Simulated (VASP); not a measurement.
Crystal: ScAl4As.

```xyz
6
Lattice="0.0000 3.7925 3.7925 3.7925 0.0000 3.7925 3.7925 3.7925 0.0000" Properties=species:S:1:pos:R:3 pbc="T T T"
Sc    3.7925    3.7925    3.7925
Al    0.7373    0.7373    0.7373
Al    3.0552    3.0552    0.7373
Al    3.0552    0.7373    3.0552
Al    0.7373    3.0552    3.0552
As    1.8963    1.8963    1.8963
```

| Quantity | Value |
| --- | --- |
| Program | VASP 6.6.1 |
| Task | relaxation of cell and atoms |
| Functional | PBE |
| Potentials or basis | VASP PAW PBE potentials, release 64 (Sc_sv, Al, As) |
| Cutoff | 600 eV |
| k mesh | 4 × 4 × 4 |
| Occupations | gaussian, width 0.1 eV |
| Spin | no spin polarisation |

At the start: pressure 61.7 GPa; volume 18.18 Å³/atom.

**Question.** Where does the relaxation end?

**Answer.** Over 10 steps the energy falls by 1621.3 meV/atom and the volume is 31.08 Å³/atom (+70.9 %); space group F-43m (No. 216, to 0.05 Å).

The path:
```
step  energy change (eV)  largest force (eV/Å)  pressure (GPa)  volume (Å³)
   1              0.0000                4.4242           61.73       109.10
   2             -6.6927                2.0911           -3.59       261.30
   3             -8.7303                3.6630            3.72       175.32
   4             -8.6987                3.6179            1.73       184.03
   5             -8.7266                3.6508            2.70       179.48
   6             -9.5832                0.2779           -2.50       202.38
   7             -9.6461                0.4455           -1.91       197.09
   8             -9.7256                0.1090           -0.26       187.82
   9             -9.7257                0.1319           -0.18       187.50
  10             -9.7276                0.0022            0.00       186.46
```

Final structure:
```cif
data_structure
_symmetry_space_group_name_H-M 'P 1'
_symmetry_Int_Tables_number 1
_cell_length_a 6.4126
_cell_length_b 6.4126
_cell_length_c 6.4126
_cell_angle_alpha 60.000
_cell_angle_beta 60.000
_cell_angle_gamma 60.000
_cell_volume 186.46
loop_
_atom_site_label
_atom_site_type_symbol
_atom_site_fract_x
_atom_site_fract_y
_atom_site_fract_z
_atom_site_occupancy
Sc1 Sc 0.50000 0.50000 0.50000 1
Al1 Al 0.09940 0.09940 0.09940 1
Al2 Al 0.09940 0.09940 0.70181 1
Al3 Al 0.09940 0.70181 0.09940 1
Al4 Al 0.70181 0.09940 0.09940 1
As1 As 0.25000 0.25000 0.25000 1
```

Caveat: the volume moved by over 15 % at a fixed basis, so the end points are rough.
